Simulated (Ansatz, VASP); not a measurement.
Au: VASP beside Ansatz

```
CELL_PARAMETERS angstrom
0.00000 2.06057 2.06057
2.06057 0.00000 2.06057
2.06057 2.06057 0.00000
ATOMIC_POSITIONS crystal
Au 0.00000 0.00000 0.00000
```

Alike in both runs: functional r2SCAN; k mesh 7 × 7 × 7; occupations fermi-dirac, width 0.0974 eV; no spin polarisation.

Ansatz relaxed the structure, and its values are those at the end. VASP's run is a single point on that final structure, the one shown.

|  | VASP | Ansatz |
| --- | --- | --- |
| version | VASP 6.6.1 | Ansatz 0.2.0 |
| potentials or method | VASP PAW PBE potentials, release 64 (Au), cutoff 550 eV | PAW plane waves |
| valence electrons in the cell | 11 | 19 |

|  | VASP | Ansatz | Ansatz less VASP |
| --- | --- | --- | --- |
| gap on the k mesh at the Fermi level (eV) | none | none | - |
| pressure (GPa) | 0.3 | 0.0 | -0.28 |

VASP's potentials were made for PBE, not for r2SCAN. A gap of «none» marks a metal or a gap that the smearing closes. The functional is the same, so the differences come from potentials, cutoffs and numerics. VASP's potentials hold 11 valence electrons a cell and Ansatz's 19, so a difference there can come from the potentials and not from the codes.

The k mesh is coarse, so the values compare programs but aren't converged. Spin-orbit coupling is off throughout.
